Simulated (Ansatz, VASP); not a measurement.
# BaS in VASP and in Ansatz

Contents of INCAR:

```
SYSTEM = BaS
  PREC = Accurate
  ENCUT = 500
  EDIFF = 1E-6
  ISMEAR = -1
  SIGMA = 0.1
  LREAL = .False.
  LASPH = .True.
  NELM = 120
  ALGO = Normal
  ISIF = 2
  LWAVE = .False.
  LCHARG = .True.
  GGA = CA
  LELF = .True.
  LVHAR = .True.
  NBANDS = 15
  GGA_COMPAT = .False.
```

File KPOINTS:

```
Automatic mesh
0
Gamma
  11 11 11
  0 0 0
```

Contents of POSCAR:

```
BaS
1.0
    0.0000000000      2.7567322057      2.7567322057
    2.7567322057      0.0000000000      2.7567322057
    2.7567322057      2.7567322057      0.0000000000
Ba S
1 1
Direct
    0.0000000000      0.0000000000      0.0000000000
    0.5000000000      0.5000000000      0.5000000000
```

Input for Ansatz:

```yaml
crystal:
  lattice:
    - [0.0, 2.7567322057, 2.7567322057]
    - [2.7567322057, 0.0, 2.7567322057]
    - [2.7567322057, 2.7567322057, 0.0]
  atoms:
    - { symbol: Ba, position: [0.0, 0.0, 0.0] }
    - { symbol: S, position: [0.5, 0.5, 0.5] }
kpoints:
  mp_grid: { grid: [11, 11, 11] }
scf:
  occupations: { method: fermi_dirac, width: 0.1 }
hamiltonian:
  xc: lda
  pseudopotentials: { kind: all_electron, lapw: { basis_error: 0.001 } }
output:
  forces: true
  stress: true
  eigenvalues: true
  populations: true
```

Change from the starting cell: volume scaled by 0.68, LAPW.

Alike in both runs: task single point; functional LDA; k mesh 11 × 11 × 11; occupations fermi-dirac, width 0.1 eV; no spin polarisation.

```csv
,VASP,Ansatz
version,VASP 6.6.1,Ansatz 0.2.0
potentials or method,"VASP PAW LDA potentials, release 64 (Ba_sv, S), cutoff 500 eV","all-electron LAPW, scalar-relativistic"
```

Ansatz gave:

- pressure (GPa): 45.1

**Question.** What did VASP give for the same quantities?

**Answer.** Pressure (GPa): 48.2.

LDA's correlation is that of Perdew and Zunger in VASP and of Perdew and Wang (1992) in Ansatz. Both programs put the cell under a high pressure, so it lies far from rest at this level. Ansatz ran all-electron here, and VASP with PAW potentials.

Spin-orbit coupling is off throughout.
